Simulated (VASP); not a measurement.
# Al2O3 (R-3c) in VASP: notebook

Al2O3 is run at these levels: PBEsol; tasks: single point.

Everything below comes from runs of VASP 6.6.1. Logs are shortened: lines on timing, memory, paths and dates and some standing lists are left out, and cuts for length are marked.

## Step 1: The cell of the first run

It takes space group R-3c (No. 167, trigonal). The conventional cell has a = 4.638 Å, b = 4.638 Å, c = 12.311 Å, α = 90.00°, β = 90.00°, γ = 120.00°. Within 2.4 Å of Al (site symmetry 3) lie 6 O at 1.80 to 1.89 Å. Within 2.4 Å of O (site symmetry 2) lie 4 Al at 1.80 to 1.89 Å.

## Step 2: Single point, PBEsol (volume 7.646 Å^3 an atom, c/a of the conventional cell 2.6543)

Contents of INCAR:

```
SYSTEM = Al2O3
  PREC = Accurate
  ENCUT = 520
  EDIFF = 1E-6
  ISMEAR = 0
  SIGMA = 0.05
  LREAL = .FALSE.
  LASPH = .TRUE.
  NELM = 80
  ALGO = Normal
  ISIF = 2
  LWAVE = .FALSE.
  LCHARG = .FALSE.
  GGA = PS
  NBANDS = 35
```

Contents of KPOINTS:

```
regular mesh
0
G
  6 6 6
  0 0 0
```

Contents of POSCAR:

```
Al2O3
1.0
    2.3191471608      1.3389602376      4.1038082060
   -2.3191471608      1.3389602376      4.1038082060
    0.0000000000     -2.6779204752      4.1038082060
Al O
4 6
Direct
    0.8520350473      0.8520350473      0.8520350473
    0.6479649527      0.6479649527      0.6479649527
    0.1479649527      0.1479649527      0.1479649527
    0.3520350473      0.3520350473      0.3520350473
    0.0558571577      0.4441428423      0.7500000000
    0.7500000000      0.0558571577      0.4441428423
    0.4441428423      0.7500000000      0.0558571577
    0.9441428423      0.5558571577      0.2500000000
    0.2500000000      0.9441428423      0.5558571577
    0.5558571577      0.2500000000      0.9441428423
```

Potentials or basis: VASP PAW PBE potentials, release 64 (Al, O).

Started as:

```
> cat potpaw_PBE.64/Al/POTCAR potpaw_PBE.64/O/POTCAR > POTCAR
> mpirun -np 1 vasp_std > vasp.out
```

OUTCAR:

```text
SYSTEM = Al2O3
   PREC = Accurate
   ENCUT = 520
   EDIFF = 1E-6
   ISMEAR = 0
   LREAL = .FALSE.
   LASPH = .TRUE.
   NELM = 80
   ISIF = 2
   GGA = PS

 ion  position               nearest neighbor table
   1  0.852  0.852  0.852-  10 1.80   8 1.80   9 1.80   5 1.89   6 1.89   7 1.89   2 2.51   3 2.72
                             3 2.72   3 2.72   2 3.12   2 3.12   2 3.12
   2  0.648  0.648  0.648-   9 1.80   8 1.80  10 1.80   5 1.89   7 1.89   6 1.89   1 2.51   4 2.72
                             4 2.72   4 2.72   1 3.12   1 3.12   1 3.12
   3  0.148  0.148  0.148-   7 1.80   5 1.80   6 1.80   8 1.89   9 1.89  10 1.89   4 2.51   1 2.72
                             1 2.72   1 2.72   4 3.12   4 3.12   4 3.12
   4  0.352  0.352  0.352-   6 1.80   5 1.80   7 1.80   8 1.89  10 1.89   9 1.89   3 2.51   2 2.72
                             2 2.72   2 2.72   3 3.12   3 3.12   3 3.12
   5  0.056  0.444  0.750-   3 1.80   4 1.80   1 1.89   2 1.89
   6  0.750  0.056  0.444-   4 1.80   3 1.80   1 1.89   2 1.89
   7  0.444  0.750  0.056-   3 1.80   4 1.80   2 1.89   1 1.89
   8  0.944  0.556  0.250-   1 1.80   2 1.80   3 1.89   4 1.89
   9  0.250  0.944  0.556-   2 1.80   1 1.80   3 1.89   4 1.89
  10  0.556  0.250  0.944-   1 1.80   2 1.80   4 1.89   3 1.89

  LATTYP: Found a trigonal (rhomboedric) cell.
 ALAT       =     4.9002550814
 COS(alpha) =     0.5520296859

  Lattice vectors:

 A1 = (   2.3191471608,   1.3389602376,   4.1038082060)
 A2 = (  -2.3191471608,   1.3389602376,   4.1038082060)
 A3 = (   0.0000000000,  -2.6779204752,   4.1038082060)

Analysis of symmetry for initial positions (statically):
=====================================================================
 Subroutine PRICEL returns:
 Original cell was already a primitive cell.

 Routine SETGRP: Setting up the symmetry group for a
 trigonal (rhombohedral) supercell.

 Subroutine GETGRP returns: Found 12 space group operations
 (whereof  6 operations were pure point group operations)
 out of a pool of 12 trial point group operations.

The static configuration has the point symmetry S_6 .
 The point group associated with its full space group is D_3d.

Analysis of symmetry for dynamics (positions and initial velocities):
=====================================================================
 Subroutine PRICEL returns:
 Original cell was already a primitive cell.

 Routine SETGRP: Setting up the symmetry group for a
 trigonal (rhombohedral) supercell.

 Subroutine GETGRP returns: Found 12 space group operations
 (whereof  6 operations were pure point group operations)
 out of a pool of 12 trial point group operations.

The dynamic configuration has the point symmetry S_6 .
 The point group associated with its full space group is D_3d.

 Subroutine INISYM returns: Found 12 space group operations
 (whereof  6 operations are pure point group operations),
 and found     1 'primitive' translations

----------------------------------------------------------------------------------------

                                     Primitive cell

  volume of cell :      76.4600

  direct lattice vectors                    reciprocal lattice vectors
     2.319147161  1.338960238  4.103808206     0.215596495  0.124474695  0.081225368
    -2.319147161  1.338960238  4.103808206    -0.215596495  0.124474695  0.081225368
     0.000000000 -2.677920475  4.103808206     0.000000000 -0.248949389  0.081225368

  length of vectors
     4.900255081  4.900255081  4.900255081     0.261865154  0.261865154  0.261865154

  position of ions in fractional coordinates (direct lattice)
     0.852035047  0.852035047  0.852035047
     0.647964953  0.647964953  0.647964953
     0.147964953  0.147964953  0.147964953
     0.352035047  0.352035047  0.352035047
     0.055857158  0.444142842  0.750000000
     0.750000000  0.055857158  0.444142842
     0.444142842  0.750000000  0.055857158
     0.944142842  0.555857158  0.250000000
     0.250000000  0.944142842  0.555857158
     0.555857158  0.250000000  0.944142842

  ion indices of the primitive-cell ions
   primitive index   ion index
                 1           1
                 2           2
                 3           3
                 4           4
                 5           5
                 6           6
                 7           7
                 8           8
                 9           9
                10          10

----------------------------------------------------------------------------------------

 KPOINTS: regular mesh

Automatic generation of k-mesh.
 Grid dimensions read from file:
 generate k-points for:    6    6    6

 Generating k-lattice:

  Cartesian coordinates                     Fractional coordinates (reciprocal lattice)
     0.035932749  0.020745782  0.013537561     0.166666667  0.000000000  0.000000000
    -0.035932749  0.020745782  0.013537561     0.000000000  0.166666667  0.000000000
     0.000000000 -0.041491565  0.013537561     0.000000000  0.000000000  0.166666667

  Length of vectors
     0.043644192  0.043644192  0.043644192

  Shift w.r.t. Gamma in fractional coordinates (k-lattice)
     0.000000000  0.000000000  0.000000000

 Subroutine IBZKPT returns following result:
 ===========================================

 Found     32 irreducible k-points:

 Following reciprocal coordinates:
            Coordinates               Weight
  0.000000  0.000000  0.000000      1.000000
  0.166667  0.000000  0.000000      6.000000
  0.333333  0.000000  0.000000      6.000000
  0.500000  0.000000 -0.000000      3.000000
  0.166667  0.166667  0.000000      6.000000
  0.333333  0.166667  0.000000     12.000000
[... 16 lines left out ...]
  0.500000  0.500000  0.166667      6.000000
 -0.333333  0.500000  0.166667     12.000000
 [... further k-points ...]
   k-points           NKPTS =     32   k-points in BZ     NKDIM =     32   number of bands    NBANDS=     35
   number of dos      NEDOS =    301   number of ions     NIONS =     10
   total plane-waves  NPLWV =  46656
   dimension x,y,z NGX =    36 NGY =   36 NGZ =   36
   dimension x,y,z NGXF=    72 NGYF=   72 NGZF=   72
   ions per type =               4   6
   NGX,Y,Z   is equivalent  to a cutoff of  12.21, 12.21, 12.21 a.u.
   NGXF,Y,Z  is equivalent  to a cutoff of  24.43, 24.43, 24.43 a.u.
 SYSTEM =  Al2O3
   PREC   = accura    normal or accurate (medium, high low for compatibility)
   ISTART =      0    job   : 0-new  1-cont  2-samecut
   ICHARG =      2    charge: 1-file 2-atom 10-const
   ISPIN  =      1    spin polarized calculation?
   LNONCOLLINEAR =      F non collinear calculations
   LSORBIT =      F    spin-orbit coupling
   LASPH  =      T    aspherical Exc in radial PAW
   ENCUT  =  520.0 eV  38.22 Ry    6.18 a.u.   9.11  9.11  9.11*2*pi/ulx,y,z
   NELM   =     80;   NELMIN=  2; NELMDL= -5     # of ELM steps
   EDIFF  = 0.1E-05   stopping-criterion for ELM
   LREAL  =      F    real-space projection
[... 7 lines left out ...]
   TEBEG  =    0.0;   TEEND  =   0.0 temperature during run
   PSTRESS=    0.0 pullay stress
   NELECT =      48.0000    total number of electrons
   NUPDOWN=      -1.0000    fix difference up-down
   EMIN   =  10.00;   EMAX   =-10.00  energy-range for DOS
   EFERMI =   0.00;   METHOD = LEGACY
   ISMEAR =     0;   SIGMA  =   0.05  broadening in eV -4-tet -1-fermi 0-gaus
   EFERMI_NEDOS =   21; number of points for ismear=-14 and -15
   IALGO  =     38    algorithm
   IMIX   =      4    mixing-type and parameters
     AMIX     =   0.40;   BMIX     =  1.00
     AMIX_MAG =   1.60;   BMIX_MAG =  1.00
  volume/ion in A,a.u.               =       7.65        51.60
  Fermi-wavevector in a.u.,A,eV,Ry     =   1.401771  2.648964 26.734939  1.964963
  Thomas-Fermi vector in A             =   2.524599
   LORBIT       =      0    0 simple, 1 ext, 2 COOP (PROOUT), +10 PAW based schemes
   GGA     = PS    functional components
   LHFCALC =     F    Hartree Fock is set to
   AEXX    =    0.0000 exact exchange contribution
   IVDW    =     0    specifies the selected vdW correction
   LEPSILON=     F    determine dielectric tensor
   LRPA    =     F    only Hartree local field effects (RPA)
 non-spin polarized calculation
 Gauss-broadening in eV      SIGMA  =   0.05
  energy-cutoff  :      520.00
  volume of cell :       76.46
 maximum number of plane-waves:      2078
   NGX = 19   NGY = 19   NGZ = 19

 number of electron      47.9999986 magnetization

 Free energy of the ion-electron system (eV)
  ---------------------------------------------------
  ext. energy  EPLUGINS =         0.00000000
  ---------------------------------------------------
  free energy    TOTEN  =       -77.70636545 eV

  energy without entropy =      -77.70636545  energy(sigma->0) =      -77.70636545

 E-fermi :   7.7035     XC(G=0): -12.4818

 val. band max:        7.4923127844   @ k =   0.0000   0.0000   0.0000
 cond. band min:      14.7122407431   @ k =   0.0000   0.0000   0.0000
 fundamental gap:      7.2199279587
 Fermi energy:         7.7034674390

 k-point     1 :       0.0000    0.0000    0.0000
  band No.  band energies     occupation
      1     -12.7705      2.00000
      2      -9.8115      2.00000
      3      -9.6326      2.00000
      4      -9.6326      2.00000
      5      -9.2397      2.00000
      6      -9.2397      2.00000
[... 27 lines left out ...]
     34      22.2879      0.00000
     35      22.8293      0.00000

 k-point     2 :       0.1667    0.0000    0.0000
  band No.  band energies     occupation
      1     -12.6055      2.00000
      2     -10.0103      2.00000
      3      -9.6655      2.00000
      4      -9.6473      2.00000
      5      -9.3199      2.00000
      6      -9.2408      2.00000
[... 27 lines left out ...]
     34      21.1297      0.00000
     35      22.3743      0.00000
[... 796 lines left out ...]
     34      21.3640      0.00000
     35      21.7360      0.00000

 k-point    24 :      -0.3333    0.5000    0.1667
  band No.  band energies     occupation
      1     -11.2218      2.00000
      2     -10.7586      2.00000
      3     -10.4781      2.00000
      4     -10.2018      2.00000
      5      -9.4225      2.00000
      6      -9.1728      2.00000
[... 27 lines left out ...]
     34      21.3537      0.00000
     35      21.8038      0.00000

 [... further k-points ...]
[... 5 lines left out ...]
  --------------------------------------------------------------------------------------
  -------------------------------------------------------------------------------------
  Total       14.8675105     14.8675105     19.6353010      0.0000000      0.0000000     -0.0000000
  in kB      311.5405217    311.5405217    411.4469547      0.0000000      0.0000000     -0.0000000
  external PRESSURE =     344.8426660 kB  Pullay stress =       0.0000000 kB

 VOLUME and BASIS-vectors are now :
 -----------------------------------------------------------------------------
  energy-cutoff  :      520.00
  volume of cell :       76.46
      direct lattice vectors                 reciprocal lattice vectors
     2.319147161  1.338960238  4.103808206     0.215596495  0.124474695  0.081225368
    -2.319147161  1.338960238  4.103808206    -0.215596495  0.124474695  0.081225368
     0.000000000 -2.677920475  4.103808206     0.000000000 -0.248949389  0.081225368

 POSITION                                       TOTAL-FORCE (eV/Angst)
 -----------------------------------------------------------------------------------
      0.00000      0.00000     10.48977        -0.000000     -0.000000      0.266305
      0.00000      0.00000      7.97737        -0.000000     -0.000000     -0.266305
      0.00000      0.00000      1.82166        -0.000000     -0.000000     -0.266305
      0.00000      0.00000      4.33405        -0.000000     -0.000000      0.266305
     -0.90049     -1.33896      5.12976         0.119037     -0.000000     -0.000000
      1.60982     -0.11037      5.12976        -0.059519      0.103089     -0.000000
     -0.70933      1.44933      5.12976        -0.059519     -0.103089     -0.000000
      0.90049      1.33896      7.18166        -0.119037     -0.000000     -0.000000
     -1.60982      0.11037      7.18166         0.059519     -0.103089     -0.000000
      0.70933     -1.44933      7.18166         0.059519      0.103089     -0.000000
 -----------------------------------------------------------------------------------
    total drift:                                0.000000      0.000000     -0.000000

  FREE ENERGIE OF THE ION-ELECTRON SYSTEM (eV)
  ---------------------------------------------------
  free  energy   TOTEN  =       -77.7063654514 eV

  energy  without entropy=      -77.7063654514  energy(sigma->0) =      -77.70636545
```

Run time: 52 s. Hardware: 1 thread of AMD EPYC 9R45 (Zen 5), shared host; peak memory 0.19 GiB.

What came out:

```yaml
Free_energy: -77.7064 eV
Pressure: 34.5 GPa
Largest_force: 0.266 eV/Å
Band_gap_on_the_k_mesh: 7.22 eV, direct
```

Forces in eV/Å, atoms in the order of the input:
```
Al   0.000  0.000  0.266
Al   0.000  0.000 -0.266
Al   0.000  0.000 -0.266
Al   0.000  0.000  0.266
O    0.119  0.000  0.000
O   -0.060  0.103  0.000
O   -0.060 -0.103  0.000
O   -0.119  0.000  0.000
O    0.060 -0.103  0.000
O    0.060  0.103  0.000
```

Caveat: the PAW data sets were made with another functional, which shifts forces and pressure a little. A k mesh can miss the band edges.

(Part 1 of 2 ends here.)
